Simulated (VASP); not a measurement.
# B5N (F-43m) in VASP: further runs, part 2 of 2

VASP 6.6.1.

### 3 Single point, PBE, collinear spin, ferromagnetic start

This run uses another cell than the first one, of 8.19 Å³/atom, 1.266 times its volume.

INCAR

```
PREC     = Accurate       # precision mode
ENCUT    = 520            # plane-wave cutoff, eV
EDIFF    = 1E-6           # SCF threshold, eV
ISMEAR   = 0              # smearing method
SIGMA    = 0.1            # smearing width, eV
LREAL    = False          # projectors in reciprocal space
LASPH    = True           # aspherical terms in the spheres
NELM     = 150            # most SCF steps
ALGO     = Normal         # electronic algorithm
ISIF     = 2              # what is computed and relaxed
LWAVE    = False          # write WAVECAR
LCHARG   = False          # write CHGCAR
ISPIN    = 2              # spin polarisation
MAGMOM   = 0 0 0 0 0 1    # initial moments
LORBIT   = 11             # projections on sites
GGA      = PE             # functional
NBANDS   = 23             # bands
```

KPOINTS

```
regular mesh
0
Gamma
  6 6 6
```

POSCAR

```
B5N
1.0
    0.0000000000      2.9075085300      2.9075085300
    2.9075085300      0.0000000000      2.9075085300
    2.9075085300      2.9075085300      0.0000000000
B N
5 1
Direct
    0.6247520300      0.1257439000      0.6247520300
    0.2500000000      0.2500000000      0.2500000000
    0.1257439000      0.6247520300      0.6247520300
    0.6247520300      0.6247520300      0.6247520300
    0.6247520300      0.6247520300      0.1257439000
    0.0000000000      0.0000000000      0.0000000000
```

Potentials or basis: VASP PAW PBE potentials, release 64 (B, N).

Command:

```console
$ cat potpaw_PBE.64/B/POTCAR potpaw_PBE.64/N/POTCAR > POTCAR
$ mpirun -np 1 vasp_std > vasp.out
```

OUTCAR:

```text
PREC = Accurate
   ENCUT = 520
   EDIFF = 1E-6
   ISMEAR = 0
   LREAL = False
   LASPH = True
   NELM = 150
   ISIF = 2
   ISPIN = 2
   LORBIT = 11
   GGA = PE

 ion  position               nearest neighbor table
   1  0.625  0.126  0.625-   3 2.05   4 2.05   5 2.05   3 2.06   5 2.06   4 2.06
   2  0.250  0.250  0.250-
   3  0.126  0.625  0.625-   1 2.05   4 2.05   5 2.05   1 2.06   5 2.06   4 2.06
   4  0.625  0.625  0.625-   1 2.05   3 2.05   5 2.05   3 2.06   1 2.06   5 2.06
   5  0.625  0.625  0.126-   1 2.05   3 2.05   4 2.05   1 2.06   3 2.06   4 2.06
   6  0.000  0.000  0.000-

  LATTYP: Found a face centered cubic cell.
 ALAT       =     5.8150170600

  Lattice vectors:

 A1 = (   0.0000000000,   2.9075085300,   2.9075085300)
 A2 = (   2.9075085300,   0.0000000000,   2.9075085300)
 A3 = (   2.9075085300,   2.9075085300,   0.0000000000)

Analysis of symmetry for initial positions (statically):
=====================================================================
 Subroutine PRICEL returns:
 Original cell was already a primitive cell.

 Routine SETGRP: Setting up the symmetry group for a
 face centered cubic supercell.

 Subroutine GETGRP returns: Found 24 space group operations
 (whereof 24 operations were pure point group operations)
 out of a pool of 48 trial point group operations.

The static configuration has the point symmetry T_d .

Analysis of symmetry for dynamics (positions and initial velocities):
=====================================================================
 Subroutine PRICEL returns:
 Original cell was already a primitive cell.

 Routine SETGRP: Setting up the symmetry group for a
 face centered cubic supercell.

 Subroutine GETGRP returns: Found 24 space group operations
 (whereof 24 operations were pure point group operations)
 out of a pool of 48 trial point group operations.

The dynamic configuration has the point symmetry T_d .

Analysis of structural, dynamic, and magnetic symmetry:
=====================================================================
 Subroutine PRICEL returns:
 Original cell was already a primitive cell.

 Routine SETGRP: Setting up the symmetry group for a
 face centered cubic supercell.

 Subroutine GETGRP returns: Found 24 space group operations
 (whereof 24 operations were pure point group operations)
 out of a pool of 48 trial point group operations.

The overall configuration has the point symmetry T_d .

 Subroutine INISYM returns: Found 24 space group operations
 (whereof 24 operations are pure point group operations),
 and found     1 'primitive' translations

----------------------------------------------------------------------------------------

                                     Primitive cell

  volume of cell :      49.1579

  direct lattice vectors                    reciprocal lattice vectors
     0.000000000  2.907508530  2.907508530    -0.171968541  0.171968541  0.171968541
     2.907508530  0.000000000  2.907508530     0.171968541 -0.171968541  0.171968541
     2.907508530  2.907508530  0.000000000     0.171968541  0.171968541 -0.171968541

  length of vectors
     4.111837996  4.111837996  4.111837996     0.297858250  0.297858250  0.297858250

  position of ions in fractional coordinates (direct lattice)
[... 84 lines left out ...]
   ISIF   =      2    stress and relaxation
   ISYM   =      2    0-nonsym 1-usesym 2-fastsym
   POTIM  = 0.5000    time-step for ionic-motion
   TEBEG  =    0.0;   TEEND  =   0.0 temperature during run
   PSTRESS=    0.0 pullay stress
   NELECT =      20.0000    total number of electrons
   NUPDOWN=      -1.0000    fix difference up-down
   EMIN   =  10.00;   EMAX   =-10.00  energy-range for DOS
   EFERMI =   0.00;   METHOD = LEGACY
   ISMEAR =     0;   SIGMA  =   0.10  broadening in eV -4-tet -1-fermi 0-gaus
   EFERMI_NEDOS =   21; number of points for ismear=-14 and -15
   IALGO  =     38    algorithm
   IMIX   =      4    mixing-type and parameters
     AMIX     =   0.40;   BMIX     =  1.00
     AMIX_MAG =   1.60;   BMIX_MAG =  1.00
  volume/ion in A,a.u.               =       8.19        55.29
  Fermi-wavevector in a.u.,A,eV,Ry     =   1.213074  2.292377 20.021621  1.471548
  Thomas-Fermi vector in A             =   2.348537
   LORBIT       =     11    0 simple, 1 ext, 2 COOP (PROOUT), +10 PAW based schemes
   GGA     = PE    functional components
   LHFCALC =     F    Hartree Fock is set to
   AEXX    =    0.0000 exact exchange contribution
   IVDW    =     0    specifies the selected vdW correction
   LEPSILON=     F    determine dielectric tensor
   LRPA    =     F    only Hartree local field effects (RPA)
 spin polarized calculation
 Gauss-broadening in eV      SIGMA  =   0.10
  energy-cutoff  :      520.00
  volume of cell :       49.16
 maximum number of plane-waves:      1363
 NGX is ok and might be reduce to    32
   NGX = 15   NGY = 15   NGZ = 15

 number of electron      20.0000001 magnetization       0.4250875

 Free energy of the ion-electron system (eV)
  ---------------------------------------------------
  ext. energy  EPLUGINS =         0.00000000
  ---------------------------------------------------
  free energy    TOTEN  =       -28.16764244 eV

  energy without entropy =      -28.15043705  energy(sigma->0) =      -28.15903975

 E-fermi :   6.1799     XC(G=0): -11.7249

 val. band max:        6.1369791412   @ k =   0.1667   0.1667   0.0000
 cond. band min:       6.2041152012   @ k =   0.3333   0.3333   0.0000
 fundamental gap:      0.0671360600
 Fermi energy:         6.1799299520

 spin component 1

 k-point     1 :       0.0000    0.0000    0.0000
  band No.  band energies     occupation
      1     -10.4531      1.00000
      2      -4.3278      1.00000
      3      -1.1908      1.00000
      4       0.7468      1.00000
      5       0.7468      1.00000
      6       0.7468      1.00000
[... 389 lines left out ...]
     21      14.5117      0.00000
     22      14.6640      0.00000
 Fermi energy:         6.1799299520

 spin component 2

 k-point     1 :       0.0000    0.0000    0.0000
  band No.  band energies     occupation
      1     -10.2677      1.00000
      2      -4.0711      1.00000
      3      -1.1287      1.00000
      4       0.8639      1.00000
      5       0.8639      1.00000
      6       0.8639      1.00000
[... 389 lines left out ...]
     21      14.5648      0.00000
     22      14.7177      0.00000
 [bands above 22 left out]

------------------------ aborting loop because EDIFF is reached ----------------------------------------

  FORCE on cell =-STRESS in cart. coord.  units (eV):
  Direction    XX          YY          ZZ          XY          YZ          ZX
  --------------------------------------------------------------------------------------
  -------------------------------------------------------------------------------------
  Total       -9.5311344     -9.5311344     -9.5311344      0.0000000      0.0000000      0.0000000
  in kB     -310.6434418   -310.6434418   -310.6434418      0.0000000      0.0000000      0.0000000
  external PRESSURE =    -310.6434418 kB  Pullay stress =       0.0000000 kB

 VOLUME and BASIS-vectors are now :
 -----------------------------------------------------------------------------
  energy-cutoff  :      520.00
  volume of cell :       49.16
      direct lattice vectors                 reciprocal lattice vectors
     0.000000000  2.907508530  2.907508530    -0.171968541  0.171968541  0.171968541
     2.907508530  0.000000000  2.907508530     0.171968541 -0.171968541  0.171968541
     2.907508530  2.907508530  0.000000000     0.171968541  0.171968541 -0.171968541

 POSITION                                       TOTAL-FORCE (eV/Angst)
 -----------------------------------------------------------------------------------
      2.18207      3.63294      2.18207        -0.026816      0.026816     -0.026816
      1.45375      1.45375      1.45375        -0.000000     -0.000000     -0.000000
      3.63294      2.18207      2.18207         0.026816     -0.026816     -0.026816
      3.63294      3.63294      3.63294         0.026816      0.026816      0.026816
      2.18207      2.18207      3.63294        -0.026816     -0.026816      0.026816
      0.00000      0.00000      0.00000        -0.000000     -0.000000     -0.000000
 -----------------------------------------------------------------------------------
    total drift:                                0.000003      0.000003      0.000003

  FREE ENERGIE OF THE ION-ELECTRON SYSTEM (eV)
  ---------------------------------------------------
  free  energy   TOTEN  =       -28.1676424439 eV

  energy  without entropy=      -28.1504370485  energy(sigma->0) =      -28.15903975

 total charge

# of ion       s       p       d       tot
------------------------------------------
    1        0.670   0.876   0.000   1.547
    2        0.713   0.661   0.000   1.373
    3        0.670   0.876   0.000   1.547
    4        0.670   0.876   0.000   1.547
    5        0.670   0.876   0.000   1.547
    6        1.398   1.979   0.000   3.377
--------------------------------------------------
tot          4.792   6.146   0.000  10.937

 magnetization (x)

# of ion       s       p       d       tot
------------------------------------------
    1        0.012   0.003   0.000   0.016
    2        0.038   0.012   0.000   0.050
    3        0.012   0.003   0.000   0.016
    4        0.012   0.003   0.000   0.016
    5        0.012   0.003   0.000   0.016
    6        0.006   0.188   0.000   0.194
--------------------------------------------------
tot          0.093   0.213   0.000   0.307
```

Wall time 52 s (1 thread of Intel Xeon 8259CL, shared host); peak memory 0.2 GiB.

What came out:

* Free energy: -28.1676 eV
* Pressure: -31.1 GPa
* Largest force: 0.046 eV/Å
* Net moment: 0.43 μB per cell
* Site moments: B +0.02, +0.05; N +0.19 μB
* Valence electrons inside the program's atomic spheres: B 1.55, 1.37; N 3.38

Forces in eV/Å, atoms in the order of the input:
```
B   -0.027  0.027 -0.027
B    0.000  0.000  0.000
B    0.027 -0.027 -0.027
B    0.027  0.027  0.027
B   -0.027 -0.027  0.027
N    0.000  0.000  0.000
```

### 4 Relaxation of cell and atoms, PBE

This run uses another cell than the first one, of 6.45 Å³/atom, 0.997 times its volume.

INCAR

```
PREC = Accurate ; ENCUT = 600
EDIFF = 1E-7 ; ISMEAR = 0
SIGMA = 0.1 ; LREAL = False
LASPH = True ; NELM = 100
ALGO = Normal ; ISIF = 3
LWAVE = False ; LCHARG = False
GGA = PE ; IBRION = 2
NSW = 100 ; EDIFFG = -0.01
```

KPOINTS

```
regular mesh
0
Gamma
  12 12 12
```

POSCAR

```
B5N
1.0
    0.0000000000      2.6849367470      2.6849367470
    2.6849367470      0.0000000000      2.6849367470
    2.6849367470      2.6849367470      0.0000000000
B N
5 1
Direct
    0.8744071751      0.3751976083      0.3751976083
    0.7500000000      0.7500000000      0.7500000000
    0.3751976083      0.3751976083      0.8744071751
    0.3751976083      0.8744071751      0.3751976083
    0.3751976083      0.3751976083      0.3751976083
    0.0000000000      0.0000000000      0.0000000000
```

Command:

```console
$ cat potpaw_PBE.64/B/POTCAR potpaw_PBE.64/N/POTCAR > POTCAR
$ mpirun -np 1 vasp_std > vasp.out
```

Wall time 1.8 min (1 thread of Intel Xeon 8259CL, shared host); peak memory 0.19 GiB.

Results (log left out):

```yaml
Free_energy: -29.4202 eV
Relaxed_volume: 6.47 Å³/atom
Relaxed_cell: a = 3.800 Å, b = 3.800 Å, c = 3.800 Å, α = 60.00°, β = 60.00°, γ = 60.00°
Space_group_after_relaxing_to_0.05_Å: F-43m (No. 216)
Energy_gained_by_relaxing: 0.6 meV/atom
Ionic_steps: 2
Pressure_after_relaxing: -0.1 GPa
Largest_force_after_relaxing: 0.003 eV/Å
```

Forces in eV/Å, atoms in the order of the input:
```
B   -0.002  0.002  0.002
B    0.000  0.000  0.000
B    0.002  0.002 -0.002
B    0.002 -0.002  0.002
B   -0.002 -0.002 -0.002
N    0.000  0.000  0.000
```

Step by step:
| step | energy change (eV) | largest force (eV/Å) | pressure (GPa) | volume (Å³) |
| --- | --- | --- | --- | --- |
| 1 | 0.0000 | 0.1853 | 0.44 | 38.71 |
| 2 | -0.0033 | 0.0032 | -0.09 | 38.81 |

Final structure:
```
B N
1.0
     0.00000    2.68724    2.68724
     2.68724    0.00000    2.68724
     2.68724    2.68724    0.00000
B N
5 1
Direct
  0.87152 0.37616 0.37616
  0.75000 0.75000 0.75000
  0.37616 0.37616 0.87152
  0.37616 0.87152 0.37616
  0.37616 0.37616 0.37616
  0.00000 0.00000 0.00000
```

Levels at points of the mesh, in eV from the Fermi level:
```tsv
k point	band 6	band 7	band 8	band 9	band 10	band 11	band 12	band 13	band 14
(0.00, 0.00, 0.00)	-7.23	-4.37	-4.37	-4.37	-1.79	-1.79	-1.73	-0.10	-0.10
(0.50, 0.00, 0.00)	-7.65	-5.85	-5.85	-1.60	0.57	0.57	0.95	2.46	2.46
(0.50, 0.50, 0.00)	-9.56	-2.53	-0.20	0.02	0.02	2.78	2.84	2.93	3.05
```

Caveat: the bands computed are all filled at some k points, so no gap is given.

### 5 Summary

| task | spin | cell | k mesh | cutoff (eV) | gap on the mesh (eV) | pressure (GPa) |
| --- | --- | --- | --- | --- | --- | --- |
| single point | off | a = 3.801 Å, angles 60.0°, 6 atoms | 12 × 12 × 12 | 520 | none | -0.2 |
| single point | collinear, ferromagnetic start | a = 4.112 Å, angles 60.0°, 6 atoms | 6 × 6 × 6 | 520 | none | -31.1 |
| relaxation of cell and atoms | off | relaxed from a = 3.797 Å, angles 60.0°, 6 atoms | 12 × 12 × 12 | 600 | - | -0.1 |

Alike in all rows: level PBE; potentials or basis VASP PAW PBE potentials, release 64 (B, N); smearing gaussian 0.1 eV.

Caveats: the bands computed are all filled at some k points, so no gap is given (some runs).

Absolute energies hang on the potentials; compare differences alone.
